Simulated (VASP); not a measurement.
# Br (C2/m) in VASP: further runs

The runs below take Br through single point, with PBE+D3(BJ).

Program: VASP 6.6.1. These are calculated values, not measurements. Logs are shortened: lines on timing, memory, paths and dates and some standing lists are left out, and cuts for length are marked.

## 1. The cell of the first run

It takes space group C2/m (No. 12, monoclinic). Conventional cell: a = 3.847 Å, b = 3.793 Å, c = 3.852 Å, α = 90.00°, β = 118.82°, γ = 90.00°. Br (site symmetry 2/m) has 4 Br at 2.70 Å within 3.6 Å.

## 2. Single point, PBE+D3(BJ)

Input file INCAR:

```
ALGO = Normal
EDIFF = 1E-7
ENCUT = 520
GGA = PE
ISIF = 2
ISMEAR = 0
IVDW = 12
LASPH = True
LCHARG = False
LREAL = False
LWAVE = False
NBANDS = 10
NELM = 60
PREC = Accurate
SIGMA = 0.15
```

Input file KPOINTS:

```
k-points
0
Gamma
  22 22 22
```

Input file POSCAR:

```
Br
1.0
   -1.3174848090      1.3647425522      3.3755530901
    1.3647425522     -1.3174848090      3.3755530901
    1.3363927561      1.3363927561     -3.3566451430
Br
1
Direct
    0.0000000000      0.0000000000      0.0000000000
```

Potentials or basis: VASP PAW PBE potentials, release 64 (Br).

Started as:

```
> cat potpaw_PBE.64/Br/POTCAR > POTCAR
> mpirun -np 1 vasp_std > vasp.out
```

OUTCAR:

```text
EDIFF = 1E-7
   ENCUT = 520
   GGA = PE
   ISIF = 2
   ISMEAR = 0
   IVDW = 12
   LASPH = True
   LREAL = False
   NELM = 60
   PREC = Accurate
 IVDW          = 12

 ion  position               nearest neighbor table
   1  0.000  0.000  0.000-

  Warning from LATTYP: Got some problem with cell dimensions!
  Tried to take original basis but could not verify dimensions!
  LATTYP: Found a base centered monoclinic cell.
 ALAT       =     3.8469079355
 B/A-ratio  =     0.9860496729
 C/A-ratio  =     1.0013592345
 COS(beta)  =    -0.4820329692

  Lattice vectors:

 A1 = (  -0.0189079471,  -2.7011353083,  -0.0189079471)
 A2 = (  -2.7011353083,  -0.0189079471,  -0.0189079471)
 A3 = (   1.3363927561,   1.3363927561,  -3.3566451430)

Analysis of symmetry for initial positions (statically):
=====================================================================
 Subroutine PRICEL returns:
 Original cell was already a primitive cell.

 Routine SETGRP: Setting up the symmetry group for a
 base centered monoclinic supercell.

 Subroutine GETGRP returns: Found  4 space group operations
 (whereof  4 operations were pure point group operations)
 out of a pool of  4 trial point group operations.

The static configuration has the point symmetry C_2h.

Analysis of symmetry for dynamics (positions and initial velocities):
=====================================================================
 Subroutine PRICEL returns:
 Original cell was already a primitive cell.

 Routine SETGRP: Setting up the symmetry group for a
 base centered monoclinic supercell.

 Subroutine GETGRP returns: Found  4 space group operations
 (whereof  4 operations were pure point group operations)
 out of a pool of  4 trial point group operations.

The dynamic configuration has the point symmetry C_2h.

 Subroutine INISYM returns: Found  4 space group operations
 (whereof  4 operations are pure point group operations),
 and found     1 'primitive' translations

----------------------------------------------------------------------------------------

                                     Primitive cell

  volume of cell :      24.6249

  direct lattice vectors                    reciprocal lattice vectors
    -1.317484809  1.364742552  3.375553090    -0.003603499  0.369220973  0.145564552
     1.364742552 -1.317484809  3.375553090     0.369220973 -0.003603499  0.145564552
     1.336392756  1.336392756 -3.356645143     0.367676994  0.367676994 -0.005147478

  length of vectors
     3.872033977  3.872033977  3.852136785     0.396895643  0.396895643  0.519999270

  position of ions in fractional coordinates (direct lattice)
     0.000000000  0.000000000  0.000000000

  ion indices of the primitive-cell ions
   primitive index   ion index
                 1           1

----------------------------------------------------------------------------------------

 KPOINTS: k-points

Automatic generation of k-mesh.
 Grid dimensions read from file:
 generate k-points for:   22   22   22

 Generating k-lattice:

  Cartesian coordinates                     Fractional coordinates (reciprocal lattice)
    -0.000163795  0.016782772  0.006616571     0.045454545 -0.000000000  0.000000000
     0.016782772 -0.000163795  0.006616571    -0.000000000  0.045454545  0.000000000
     0.016712591  0.016712591 -0.000233976     0.000000000  0.000000000  0.045454545

  Length of vectors
     0.018040711  0.018040711  0.023636330

  Shift w.r.t. Gamma in fractional coordinates (k-lattice)
     0.000000000  0.000000000  0.000000000

 Subroutine IBZKPT returns following result:
 ===========================================

 Found   2796 irreducible k-points:

 Following reciprocal coordinates:
            Coordinates               Weight
  0.000000  0.000000  0.000000      1.000000
  0.045455 -0.000000 -0.000000      4.000000
  0.090909 -0.000000 -0.000000      4.000000
  0.136364 -0.000000 -0.000000      4.000000
  0.181818 -0.000000 -0.000000      4.000000
  0.227273 -0.000000 -0.000000      4.000000
[... 16 lines left out ...]
  0.500000  0.045455 -0.000000      4.000000
 -0.454545  0.045455  0.000000      4.000000
 [... further k-points ...]
   k-points           NKPTS =   2796   k-points in BZ     NKDIM =   2796   number of bands    NBANDS=     10
   number of dos      NEDOS =    301   number of ions     NIONS =      1
   total plane-waves  NPLWV =  27000
   dimension x,y,z NGX =    30 NGY =   30 NGZ =   30
   dimension x,y,z NGXF=    60 NGYF=   60 NGZF=   60
   ions per type =               1
   NGX,Y,Z   is equivalent  to a cutoff of  12.88, 12.88, 12.95 a.u.
   NGXF,Y,Z  is equivalent  to a cutoff of  25.76, 25.76, 25.89 a.u.
 SYSTEM =  unknown system
   PREC   = accura    normal or accurate (medium, high low for compatibility)
   ISTART =      0    job   : 0-new  1-cont  2-samecut
   ICHARG =      2    charge: 1-file 2-atom 10-const
   ISPIN  =      1    spin polarized calculation?
   LNONCOLLINEAR =      F non collinear calculations
   LSORBIT =      F    spin-orbit coupling
   LASPH  =      T    aspherical Exc in radial PAW
   ENCUT  =  520.0 eV  38.22 Ry    6.18 a.u.   7.20  7.20  7.16*2*pi/ulx,y,z
   NELM   =     60;   NELMIN=  2; NELMDL= -5     # of ELM steps
   EDIFF  = 0.1E-06   stopping-criterion for ELM
   LREAL  =      F    real-space projection
   EDIFFG = 0.1E-05   stopping-criterion for IOM
   NSW    =      0    number of steps for IOM
   IBRION =     -1    ionic relax: 0-MD 1-quasi-New 2-CG
   NFREE  =      0    steps in history (QN), initial steepest desc. (CG)
   ISIF   =      2    stress and relaxation
   ISYM   =      2    0-nonsym 1-usesym 2-fastsym
   POTIM  = 0.5000    time-step for ionic-motion
   TEBEG  =    0.0;   TEEND  =   0.0 temperature during run
   PSTRESS=    0.0 pullay stress
   NELECT =       7.0000    total number of electrons
   NUPDOWN=      -1.0000    fix difference up-down
   EMIN   =  10.00;   EMAX   =-10.00  energy-range for DOS
   EFERMI =   0.00;   METHOD = LEGACY
   ISMEAR =     0;   SIGMA  =   0.15  broadening in eV -4-tet -1-fermi 0-gaus
   EFERMI_NEDOS =   21; number of points for ismear=-14 and -15
   IALGO  =     38    algorithm
   IMIX   =      4    mixing-type and parameters
     AMIX     =   0.40;   BMIX     =  1.00
     AMIX_MAG =   1.60;   BMIX_MAG =  1.00
  volume/ion in A,a.u.               =      24.62       166.18
  Fermi-wavevector in a.u.,A,eV,Ry     =   1.076423  2.034144 15.764876  1.158686
  Thomas-Fermi vector in A             =   2.212307
   LORBIT       =      0    0 simple, 1 ext, 2 COOP (PROOUT), +10 PAW based schemes
   GGA     = PE    functional components
   LHFCALC =     F    Hartree Fock is set to
   AEXX    =    0.0000 exact exchange contribution
   IVDW    =    12    specifies the selected vdW correction
   LEPSILON=     F    determine dielectric tensor
   LRPA    =     F    only Hartree local field effects (RPA)
 non-spin polarized calculation
 Gauss-broadening in eV      SIGMA  =   0.15
  energy-cutoff  :      520.00
  volume of cell :       24.62
 maximum number of plane-waves:       683
 NGX is ok and might be reduce to    30
   NGX = 15   NGY = 15   NGZ = 15

 number of electron       6.9999999 magnetization

 Free energy of the ion-electron system (eV)
  ---------------------------------------------------
  ext. energy  EPLUGINS =         0.00000000
  ---------------------------------------------------
  free energy    TOTEN  =        -1.30802070 eV

  energy without entropy =       -1.30360739  energy(sigma->0) =       -1.30581405

 E-fermi :   3.4000     XC(G=0):  -9.3978

 val. band max:        3.3971398671   @ k =   0.4091   0.2273   0.4545
 cond. band min:       3.4000874461   @ k =  -0.4091   0.0455   0.0909
 fundamental gap:      0.0029475790
 Fermi energy:         3.4000429934

 k-point     1 :       0.0000    0.0000    0.0000
  band No.  band energies     occupation
      1     -14.2319      2.00000
      2       0.4297      2.00000
      3       4.5489      0.00000
      4       4.6207      0.00000
      5       8.3835      0.00000
      6      12.8424      0.00000
      7      14.1407      0.00000
      8      19.5392      0.00000
      9      19.6203      0.00000
     10      20.3234      0.00000

 k-point     2 :       0.0455   -0.0000   -0.0000
  band No.  band energies     occupation
      1     -14.1989      2.00000
      2       0.4314      2.00000
      3       4.2787      0.00000
      4       4.6090      0.00000
      5       8.4689      0.00000
      6      13.0315      0.00000
      7      14.3338      0.00000
      8      18.5051      0.00000
      9      19.6267      0.00000
     10      20.9651      0.00000

 k-point     3 :       0.0909   -0.0000   -0.0000
  band No.  band energies     occupation
      1     -14.1006      2.00000
      2       0.4372      2.00000
      3       3.5048      0.32346
      4       4.6667      0.00000
      5       8.7046      0.00000
      6      13.3658      0.00000
      7      15.0204      0.00000
      8      17.1246      0.00000
      9      19.7608      0.00000
     10      21.3805      0.00000

 k-point     4 :       0.1364   -0.0000   -0.0000
  band No.  band energies     occupation
      1     -13.9396      2.00000
      2       0.4473      2.00000
      3       2.4817      2.00000
      4       4.7636      0.00000
      5       9.0587      0.00000
      6      13.6340      0.00000
      7      15.6474      0.00000
      8      16.3877      0.00000
      9      19.9817      0.00000
     10      21.7241      0.00000
[... 222 lines left out ...]
 k-point    22 :       0.4545    0.0455   -0.0000
  band No.  band energies     occupation
      1     -11.9801      2.00000
      2      -3.7453      2.00000
      3       0.8825      2.00000
      4       5.5039      0.00000
      5       9.1363      0.00000
      6      15.9446      0.00000
      7      16.2710      0.00000
      8      18.0528      0.00000
      9      19.0412      0.00000
     10      21.9441      0.00000

 k-point    23 :       0.5000    0.0455   -0.0000
  band No.  band energies     occupation
      1     -11.9143      2.00000
      2      -3.8858      2.00000
      3       0.9390      2.00000
      4       5.5312      0.00000
      5       9.0350      0.00000
      6      16.0275      0.00000
      7      16.3392      0.00000
      8      18.1097      0.00000
      9      18.8233      0.00000
     10      21.7593      0.00000

 k-point    24 :      -0.4545    0.0455    0.0000
  band No.  band energies     occupation
      1     -11.9900      2.00000
      2      -3.7347      2.00000
      3       0.9604      2.00000
      4       5.4971      0.00000
      5       9.1115      0.00000
      6      15.4988      0.00000
      7      16.0121      0.00000
      8      18.1131      0.00000
      9      19.8238      0.00000
     10      21.7989      0.00000

 [... further k-points ...]

------------------------ aborting loop because EDIFF is reached ----------------------------------------

 Edisp (eV)   -0.29738

 E8    (eV) :    -0.1179

  FORCE on cell =-STRESS in cart. coord.  units (eV):
  Direction    XX          YY          ZZ          XY          YZ          ZX
  --------------------------------------------------------------------------------------
  -------------------------------------------------------------------------------------
  Total       1.81716     1.81716     0.19767     0.01373    -0.00649    -0.00649
  in kB     118.23077   118.23077    12.86104     0.89342    -0.42253    -0.42253
  external pressure =       83.11 kB  Pullay stress =        0.00 kB

 VOLUME and BASIS-vectors are now :
 -----------------------------------------------------------------------------
  energy-cutoff  :      520.00
  volume of cell :       24.62
      direct lattice vectors                 reciprocal lattice vectors
    -1.317484809  1.364742552  3.375553090    -0.003603499  0.369220973  0.145564552
     1.364742552 -1.317484809  3.375553090     0.369220973 -0.003603499  0.145564552
     1.336392756  1.336392756 -3.356645143     0.367676994  0.367676994 -0.005147478

 POSITION                                       TOTAL-FORCE (eV/Angst)
 -----------------------------------------------------------------------------------
      0.00000      0.00000      0.00000         0.000000      0.000000      0.000000
 -----------------------------------------------------------------------------------
    total drift:                                0.000000     -0.000000      0.000000

  FREE ENERGIE OF THE ION-ELECTRON SYSTEM (eV)
  ---------------------------------------------------
  free  energy   TOTEN  =        -1.6053963864 eV

  energy  without entropy=       -1.6009830799  energy(sigma->0) =       -1.60318973
```

Run time: 22 min. Hardware: 1 thread of Intel Xeon 8259CL, shared host; peak memory 0.73 GiB.

What came out:

```
Free energy                : -1.6054 eV
Pressure                   : 8.3 GPa
Band gap on the k mesh     : zero (an odd number of electrons rules out a gap without spin polarisation)
Dispersion energy per atom : -0.297 eV
```

Caveat: the stress differs along the axes, from 1 to 12 GPa; an odd number of electrons without spin polarisation forces a metal; a magnetic or distorted state may lie lower.

(Continued in part 2 of 2.)
